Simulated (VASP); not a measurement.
# TiO2 (I4_1/amd) in VASP: a series of runs

Runs on TiO2. Level: PBE. Tasks: single point.

All numbers are computed with VASP 6.6.1; they aren't measurements. Logs are shortened: lines on timing, memory, paths and dates and some standing lists are left out, and cuts for length are marked.

## 1. The cell of the first run

The structure is tetragonal, space group I4_1/amd (No. 141). The conventional cell has a = 3.720 Å, b = 3.720 Å, c = 9.353 Å, α = 90.00°, β = 90.00°, γ = 90.00°. Ti (site symmetry -4m2) has 6 O at 1.90 to 1.95 Å within 2.5 Å. Within 2.5 Å of O (site symmetry 2mm) lie 3 Ti at 1.90 to 1.95 Å and 2 O at 2.42 Å.

## 2. Single point, PBE

File INCAR:

```
SYSTEM = TiO2
PREC = Accurate ; ENCUT = 600
EDIFF = 1E-6 ; ISMEAR = 0
SIGMA = 0.01 ; LREAL = .False.
LASPH = .True. ; NELM = 120
ALGO = Normal ; ISIF = 2
LWAVE = .False. ; LCHARG = .True.
GGA = PE ; LELF = .True.
LVHAR = .True. ; NBANDS = 33
GGA_COMPAT = .False.
```

File KPOINTS:

```
Automatic mesh
0
Gamma
  8 8 8
  0 0 0
```

File POSCAR:

```
TiO2
1.0
   -1.8600243119      1.8600243119      4.6766522166
    1.8600243119     -1.8600243119      4.6766522166
    1.8600243119      1.8600243119     -4.6766522166
Ti O
2 4
Direct
    0.0000000000      0.0000000000      0.0000000000
    0.7500000000      0.2500000000      0.5000000000
    0.2081000000      0.2081000000      0.0000000000
    0.9581000000      0.4581000000      0.5000000000
    0.5419000000      0.0419000000      0.5000000000
    0.7919000000      0.7919000000      0.0000000000
```

Potentials or basis: VASP PAW PBE potentials, release 64 (Ti_sv, O).

On the command line:

```sh
$ cat potpaw_PBE.64/Ti_sv/POTCAR potpaw_PBE.64/O/POTCAR > POTCAR
$ mpirun -np 1 vasp_std > vasp.out
```

OUTCAR:

```text
SYSTEM = TiO2
   PREC = Accurate
   ENCUT = 600
   EDIFF = 1E-6
   ISMEAR = 0
   LREAL = .False.
   LASPH = .True.
   NELM = 120
   ISIF = 2
   GGA = PE

 ion  position               nearest neighbor table
   1  0.000  0.000  0.000-   4 1.90   5 1.90   5 1.90   4 1.90   3 1.95   6 1.95
   2  0.750  0.250  0.500-   3 1.90   6 1.90   6 1.90   3 1.90   4 1.95   5 1.95
   3  0.208  0.208  0.000-   2 1.90   2 1.90   1 1.95
   4  0.958  0.458  0.500-   1 1.90   1 1.90   2 1.95
   5  0.542  0.042  0.500-   1 1.90   1 1.90   2 1.95
   6  0.792  0.792  0.000-   2 1.90   2 1.90   1 1.95

  LATTYP: Found a body centered tetragonal cell.
 ALAT       =     3.7200486238
 C/A-ratio  =     2.5142962846

  Lattice vectors:

 A1 = (  -1.8600243119,   1.8600243119,   4.6766522166)
 A2 = (   1.8600243119,  -1.8600243119,   4.6766522166)
 A3 = (   1.8600243119,   1.8600243119,  -4.6766522166)

Analysis of symmetry for initial positions (statically):
=====================================================================
 Subroutine PRICEL returns:
 Original cell was already a primitive cell.

 Routine SETGRP: Setting up the symmetry group for a
 body centered tetragonal supercell.

 Subroutine GETGRP returns: Found 16 space group operations
 (whereof  8 operations were pure point group operations)
 out of a pool of 16 trial point group operations.

The static configuration has the point symmetry D_2d.
 The point group associated with its full space group is D_4h.

Analysis of symmetry for dynamics (positions and initial velocities):
=====================================================================
 Subroutine PRICEL returns:
 Original cell was already a primitive cell.

 Routine SETGRP: Setting up the symmetry group for a
 body centered tetragonal supercell.

 Subroutine GETGRP returns: Found 16 space group operations
 (whereof  8 operations were pure point group operations)
 out of a pool of 16 trial point group operations.

The dynamic configuration has the point symmetry D_2d.
 The point group associated with its full space group is D_4h.

 Subroutine INISYM returns: Found 16 space group operations
 (whereof  8 operations are pure point group operations),
 and found     1 'primitive' translations

----------------------------------------------------------------------------------------

                                     Primitive cell

  volume of cell :      64.7191

  direct lattice vectors                    reciprocal lattice vectors
    -1.860024312  1.860024312  4.676652217     0.000000000  0.268813691  0.106914087
     1.860024312 -1.860024312  4.676652217     0.268813691  0.000000000  0.106914087
     1.860024312  1.860024312 -4.676652217     0.268813691  0.268813691  0.000000000

  length of vectors
     5.365673941  5.365673941  5.365673941     0.289294698  0.289294698  0.380159967

  position of ions in fractional coordinates (direct lattice)
     0.000000000  0.000000000  0.000000000
     0.750000000  0.250000000  0.500000000
     0.208100000  0.208100000  0.000000000
     0.958100000  0.458100000  0.500000000
     0.541900000  0.041900000  0.500000000
     0.791900000  0.791900000  0.000000000

  ion indices of the primitive-cell ions
   primitive index   ion index
                 1           1
                 2           2
                 3           3
                 4           4
                 5           5
                 6           6

----------------------------------------------------------------------------------------

 KPOINTS: Automatic mesh

Automatic generation of k-mesh.
 Grid dimensions read from file:
 generate k-points for:    8    8    8

 Generating k-lattice:

  Cartesian coordinates                     Fractional coordinates (reciprocal lattice)
     0.000000000  0.033601711  0.013364261     0.125000000  0.000000000 -0.000000000
     0.033601711  0.000000000  0.013364261     0.000000000  0.125000000 -0.000000000
     0.033601711  0.033601711  0.000000000     0.000000000  0.000000000  0.125000000

  Length of vectors
     0.036161837  0.036161837  0.047519996

  Shift w.r.t. Gamma in fractional coordinates (k-lattice)
     0.000000000  0.000000000  0.000000000

 Subroutine IBZKPT returns following result:
 ===========================================

 Found     59 irreducible k-points:

 Following reciprocal coordinates:
            Coordinates               Weight
  0.000000  0.000000  0.000000      1.000000
  0.125000 -0.000000  0.000000      8.000000
  0.250000 -0.000000  0.000000      8.000000
  0.375000  0.000000  0.000000      8.000000
  0.500000 -0.000000  0.000000      4.000000
  0.125000  0.125000  0.000000      8.000000
[... 16 lines left out ...]
  0.250000  0.125000  0.125000     16.000000
  0.375000  0.125000  0.125000      8.000000
 [... further k-points ...]
   k-points           NKPTS =     59   k-points in BZ     NKDIM =     59   number of bands    NBANDS=     33
[... 40 lines left out ...]
  Thomas-Fermi vector in A             =   2.595730
   LORBIT       =      0    0 simple, 1 ext, 2 COOP (PROOUT), +10 PAW based schemes
   GGA     = PE    functional components
   LHFCALC =     F    Hartree Fock is set to
   AEXX    =    0.0000 exact exchange contribution
   IVDW    =     0    specifies the selected vdW correction
   LEPSILON=     F    determine dielectric tensor
   LRPA    =     F    only Hartree local field effects (RPA)
 non-spin polarized calculation
 Gauss-broadening in eV      SIGMA  =   0.01
  energy-cutoff  :      600.00
  volume of cell :       64.72
 maximum number of plane-waves:      2194
 NGX is ok and might be reduce to    48
   NGX = 21   NGY = 21   NGZ = 21

 number of electron      47.9999999 magnetization

 Free energy of the ion-electron system (eV)
  ---------------------------------------------------
  ext. energy  EPLUGINS =         0.00000000
  ---------------------------------------------------
  free energy    TOTEN  =       -53.57213889 eV

  energy without entropy =      -53.57213889  energy(sigma->0) =      -53.57213889

 E-fermi :   3.9168     XC(G=0): -11.0009

 val. band max:        3.8337053345   @ k =   0.5000   0.5000   0.0000
 cond. band min:       6.0895758131   @ k =   0.0000   0.0000   0.0000
 fundamental gap:      2.2558704786
 Fermi energy:         3.9167890894

 k-point     1 :       0.0000    0.0000    0.0000
  band No.  band energies     occupation
      1     -52.3110      2.00000
      2     -52.2338      2.00000
      3     -28.8633      2.00000
      4     -28.5702      2.00000
      5     -28.5702      2.00000
      6     -28.4827      2.00000
[... 25 lines left out ...]
     32       9.6219      0.00000
     33       9.6637      0.00000

 k-point     2 :       0.1250   -0.0000    0.0000
  band No.  band energies     occupation
      1     -52.3084      2.00000
      2     -52.2355      2.00000
      3     -28.8582      2.00000
      4     -28.5952      2.00000
      5     -28.5720      2.00000
      6     -28.4928      2.00000
[... 25 lines left out ...]
     32       9.7613      0.00000
     33      10.0710      0.00000

 k-point     3 :       0.2500   -0.0000    0.0000
  band No.  band energies     occupation
      1     -52.3014      2.00000
      2     -52.2404      2.00000
      3     -28.8466      2.00000
      4     -28.6526      2.00000
      5     -28.5759      2.00000
      6     -28.5132      2.00000
[... 25 lines left out ...]
     32      10.1459      0.00000
     33      10.5890      0.00000

 k-point     4 :       0.3750    0.0000    0.0000
  band No.  band energies     occupation
      1     -52.2930      2.00000
      2     -52.2467      2.00000
      3     -28.8351      2.00000
      4     -28.7098      2.00000
      5     -28.5793      2.00000
      6     -28.5255      2.00000
[... 673 lines left out ...]
     32      10.9816      0.00000
     33      11.3370      0.00000

 k-point    23 :       0.2500    0.1250    0.1250
  band No.  band energies     occupation
      1     -52.2862      2.00000
      2     -52.2506      2.00000
      3     -28.8352      2.00000
      4     -28.7362      2.00000
      5     -28.6237      2.00000
      6     -28.5690      2.00000
[... 25 lines left out ...]
     32      11.0409      0.00000
     33      11.5507      0.00000

 k-point    24 :       0.3750    0.1250    0.1250
  band No.  band energies     occupation
      1     -52.2816      2.00000
      2     -52.2543      2.00000
      3     -28.8291      2.00000
      4     -28.7596      2.00000
      5     -28.6260      2.00000
      6     -28.5766      2.00000
[... 25 lines left out ...]
     32      11.0143      0.00000
     33      11.6146      0.00000

 [... further k-points ...]

------------------------ aborting loop because EDIFF is reached ----------------------------------------

  FORCE on cell =-STRESS in cart. coord.  units (eV):
  Direction    XX          YY          ZZ          XY          YZ          ZX
  --------------------------------------------------------------------------------------
  -------------------------------------------------------------------------------------
  Total        7.2790593      7.2790593      8.1842728      0.0000000      0.0000000      0.0000000
  in kB      180.1994802    180.1994802    202.6088303      0.0000000      0.0000000      0.0000000
  external PRESSURE =     187.6692635 kB  Pullay stress =       0.0000000 kB

 VOLUME and BASIS-vectors are now :
 -----------------------------------------------------------------------------
  energy-cutoff  :      600.00
  volume of cell :       64.72
      direct lattice vectors                 reciprocal lattice vectors
    -1.860024312  1.860024312  4.676652217     0.000000000  0.268813691  0.106914087
     1.860024312 -1.860024312  4.676652217     0.268813691  0.000000000  0.106914087
     1.860024312  1.860024312 -4.676652217     0.268813691  0.268813691  0.000000000

 POSITION                                       TOTAL-FORCE (eV/Angst)
 -----------------------------------------------------------------------------------
      0.00000      0.00000      0.00000         0.000000      0.000000      0.000000
      0.00000      1.86002      2.33833         0.000000      0.000000      0.000000
      0.00000      0.00000      1.94642         0.000000     -0.000000      0.456906
      0.00000      1.86002      4.28475        -0.000000      0.000000      0.456906
     -0.00000      1.86002      0.39190        -0.000000      0.000000     -0.456906
      0.00000      0.00000      7.40688         0.000000     -0.000000     -0.456906
 -----------------------------------------------------------------------------------
    total drift:                                0.000000     -0.000000     -0.000000

  FREE ENERGIE OF THE ION-ELECTRON SYSTEM (eV)
  ---------------------------------------------------
  free  energy   TOTEN  =       -53.5721388888 eV

  energy  without entropy=      -53.5721388888  energy(sigma->0) =      -53.57213889
```

Wall time 4.3 min (1 thread of Intel Xeon Platinum 8488C (Sapphire Rapids), shared host); peak memory 0.38 GiB.

Results:

```
Free energy            : -53.5721 eV
Pressure               : 18.8 GPa
Largest force          : 0.457 eV/Å
Band gap on the k mesh : 2.26 eV (least direct gap 2.55 eV)
```

Forces in eV/Å, atoms in the order of the input:
```
Ti   0.000  0.000  0.000
Ti   0.000  0.000  0.000
O    0.000  0.000  0.457
O    0.000  0.000  0.457
O    0.000  0.000 -0.457
O    0.000  0.000 -0.457
```

Caveat: the cell stands under pressure. A k mesh can miss the band edges.

## 3. Single point, PBE

This run uses another cell than the first one, of 11.47 Å³/atom.

File INCAR:

```
PREC     = Accurate       # precision mode
ENCUT    = 600            # plane-wave cutoff, eV
EDIFF    = 1E-6           # SCF threshold, eV
ISMEAR   = 0              # smearing method
SIGMA    = 0.01           # smearing width, eV
LREAL    = F              # projectors in reciprocal space
LASPH    = T              # aspherical terms in the spheres
NELM     = 120            # most SCF steps
ALGO     = Normal         # electronic algorithm
ISIF     = 2              # what is computed and relaxed
LWAVE    = F              # write WAVECAR
LCHARG   = F              # write CHGCAR
GGA      = PE             # functional
NBANDS   = 33             # bands
GGA_COMPAT= F
```

File KPOINTS:

```
regular mesh
0
Gamma
  8 8 8
```

POSCAR, as its differences from that of step 2:

```diff
@@ -2,5 +2,5 @@
 1.0
-   -1.8600243119      1.8600243119      4.6766522166
-    1.8600243119     -1.8600243119      4.6766522166
-    1.8600243119      1.8600243119     -4.6766522166
+   -1.8983860927      1.8983860927      4.7731050995
+    1.8983860927     -1.8983860927      4.7731050995
+    1.8983860927      1.8983860927     -4.7731050995
 Ti O
```

Potentials or basis: VASP PAW PBE potentials, release 64 (Ti_sv, O).

On the command line:

```sh
$ cat potpaw_PBE.64/Ti_sv/POTCAR potpaw_PBE.64/O/POTCAR > POTCAR
$ mpirun -np 1 vasp_std > vasp.out
```

It took 4.7 min on 1 thread of Intel Xeon Platinum 8488C (Sapphire Rapids), shared host; peak memory 0.39 GiB.

It converged, with:

```
Free energy            : -53.8558 eV
Pressure               : 3.4 GPa
Largest force          : 0.064 eV/Å
Band gap on the k mesh : 2.12 eV (least direct gap 2.42 eV)
```

Forces in eV/Å, atoms in the order of the input:
```
Ti   0.000  0.000  0.000
Ti   0.000  0.000  0.000
O    0.000  0.000  0.064
O    0.000  0.000  0.064
O    0.000  0.000 -0.064
O    0.000  0.000 -0.064
```

Stress tensor (GPa, compression positive):
```
3.01 0.00 0.00
0.00 3.01 0.00
0.00 0.00 4.25
```

Levels at points of the mesh, in eV from the valence-band top:
```
           k point  band 21  band 22  band 23  band 24  band 25  band 26  band 27  band 28
(0.00, 0.00, 0.00)    -0.73    -0.73    -0.43    -0.43     2.12     2.84     3.96     3.96
(0.50, 0.00, 0.00)    -1.90    -0.90    -0.82    -0.60     3.22     3.53     3.54     3.64
(0.50, 0.50, 0.00)    -2.01    -2.01     0.00     0.00     3.33     3.33     3.79     3.79
(0.50, 0.50, 0.50)    -1.22    -1.22    -0.09    -0.09     2.47     2.47     3.75     3.75
```

Caveat: the cell stands under pressure. A k mesh can miss the band edges.

## 4. Single point, PBE

This run uses another cell than the first one, of 11.81 Å³/atom.

File INCAR:

```
SYSTEM = TiO2
PREC     = Accurate       ! precision mode
ENCUT    = 600            ! plane-wave cutoff, eV
EDIFF    = 1E-6           ! SCF threshold, eV
ISMEAR   = 0              ! smearing method
SIGMA    = 0.01           ! smearing width, eV
LREAL    = .False.        ! projectors in reciprocal space
LASPH    = .True.         ! aspherical terms in the spheres
NELM     = 120            ! most SCF steps
ALGO     = Normal         ! electronic algorithm
ISIF     = 2              ! what is computed and relaxed
LWAVE    = .False.        ! write WAVECAR
LCHARG   = .False.        ! write CHGCAR
GGA      = PE             ! functional
NBANDS   = 33             ! bands
GGA_COMPAT= .False.
```

File KPOINTS:

```
regular mesh
0
Gamma
  8 8 8
  0 0 0
```

POSCAR, as its differences from that of step 3:

```diff
@@ -2,5 +2,5 @@
 1.0
-   -1.8983860927      1.8983860927      4.7731050995
-    1.8983860927     -1.8983860927      4.7731050995
-    1.8983860927      1.8983860927     -4.7731050995
+   -1.9169989080      1.9169989080      4.8199032318
+    1.9169989080     -1.9169989080      4.8199032318
+    1.9169989080      1.9169989080     -4.8199032318
 Ti O
```

On the command line:

```sh
$ cat potpaw_PBE.64/Ti_sv/POTCAR potpaw_PBE.64/O/POTCAR > POTCAR
$ mpirun -np 1 vasp_std > vasp.out
```

Wall time 4.9 min (1 thread of Intel Xeon Platinum 8488C (Sapphire Rapids), shared host); peak memory 0.39 GiB.

It converged, with:

```
Free energy            : -53.8648 eV
Pressure               : -2.7 GPa
Largest force          : 0.102 eV/Å
Band gap on the k mesh : 2.05 eV (least direct gap 2.35 eV)
```

Forces on the atoms (eV/Å):
```
Ti   0.000  0.000  0.000
Ti   0.000  0.000  0.000
O    0.000  0.000 -0.102
O    0.000  0.000 -0.102
O    0.000  0.000  0.102
O    0.000  0.000  0.102
```

Stress tensor (GPa, compression positive):
```
-2.95  0.00  0.00
 0.00 -2.95  0.00
 0.00  0.00 -2.11
```

Levels at points of the mesh, in eV from the valence-band top:
```tsv
k point	band 20	band 21	band 22	band 23	band 24	band 25	band 26	band 27	band 28	band 29
(0.00, 0.00, 0.00)	-0.76	-0.76	-0.73	-0.41	-0.41	2.05	2.73	3.80	3.80	3.83
(0.50, 0.00, 0.00)	-1.87	-1.84	-0.86	-0.85	-0.60	3.10	3.39	3.40	3.49	4.09
(0.50, 0.50, 0.00)	-2.53	-1.96	-1.96	-0.01	-0.01	3.19	3.19	3.64	3.64	4.66
(0.50, 0.50, 0.50)	-1.29	-1.23	-1.23	-0.10	-0.10	2.38	2.38	3.59	3.59	4.06
```

## 5. Single point, PBE

This run uses another cell than the first one, of 12.15 Å³/atom.

File INCAR:

```
PREC = Accurate
ENCUT = 600
EDIFF = 1E-6
ISMEAR = 0
SIGMA = 0.01
LREAL = False
LASPH = True
NELM = 120
ALGO = Normal
ISIF = 2
LWAVE = False
LCHARG = False
GGA = PE
NBANDS = 33
GGA_COMPAT = False
```

File KPOINTS:

```
regular mesh
0
Gamma
  8 8 8
```

POSCAR, as its differences from that of step 4:

```diff
@@ -2,5 +2,5 @@
 1.0
-   -1.9169989080      1.9169989080      4.8199032318
-    1.9169989080     -1.9169989080      4.8199032318
-    1.9169989080      1.9169989080     -4.8199032318
+   -1.9352571393      1.9352571393      4.8658098350
+    1.9352571393     -1.9352571393      4.8658098350
+    1.9352571393      1.9352571393     -4.8658098350
 Ti O
```

On the command line:

```sh
$ cat potpaw_PBE.64/Ti_sv/POTCAR potpaw_PBE.64/O/POTCAR > POTCAR
$ mpirun -np 1 vasp_std > vasp.out
```

Run time: 4.8 min. Hardware: 1 thread of Intel Xeon Platinum 8488C (Sapphire Rapids), shared host; peak memory 0.38 GiB.

It converged, with:

- Free energy: -53.8019 eV
- Pressure: -7.9 GPa
- Largest force: 0.252 eV/Å
- Band gap on the k mesh: 1.98 eV (least direct gap 2.28 eV)

Forces in eV/Å, atoms in the order of the input:
```
Ti   0.000  0.000  0.000
Ti   0.000  0.000  0.000
O    0.000  0.000 -0.252
O    0.000  0.000 -0.252
O    0.000  0.000  0.252
O    0.000  0.000  0.252
```

Stress tensor (GPa, compression positive):
```
-8.02  0.00  0.00
 0.00 -8.02  0.00
 0.00  0.00 -7.53
```

Levels at points of the mesh, in eV from the valence-band top:
| k point | band 22 | band 23 | band 24 | band 25 | band 26 | band 27 |
| --- | --- | --- | --- | --- | --- | --- |
| (0.00, 0.00, 0.00) | -0.73 | -0.38 | -0.38 | 1.98 | 2.63 | 3.64 |
| (0.50, 0.00, 0.00) | -0.89 | -0.82 | -0.60 | 2.98 | 3.25 | 3.26 |
| (0.50, 0.50, 0.00) | -1.91 | -0.01 | -0.01 | 3.06 | 3.06 | 3.49 |
| (0.50, 0.50, 0.50) | -1.23 | -0.11 | -0.11 | 2.29 | 2.29 | 3.44 |

Caveat: the cell stands under tension. A k mesh can miss the band edges.

## 6. The runs side by side

```csv
cell,gap on the mesh (eV),pressure (GPa),largest force (eV/Å)
"a = 5.366 Å, angles 139.4, 139.4, 58.7°, 6 atoms",2.26,18.8,0.46
"a = 5.476 Å, angles 139.4, 139.4, 58.7°, 6 atoms",2.12,3.4,0.06
"a = 5.530 Å, angles 139.4, 139.4, 58.7°, 6 atoms",2.05,-2.7,0.10
"a = 5.583 Å, angles 139.4, 139.4, 58.7°, 6 atoms",1.98,-7.9,0.25
```

Alike in all rows: task single point; level PBE; potentials or basis VASP PAW PBE potentials, release 64 (Ti_sv, O); no spin polarisation; k mesh 8 × 8 × 8; cutoff (eV) 600; smearing gaussian 0.01 eV.

Caveats: the cell stands under pressure (at least some runs); the cell stands under tension (at least some runs).

Total energies depend on the potentials used, so only differences within one code and one set of settings carry meaning.
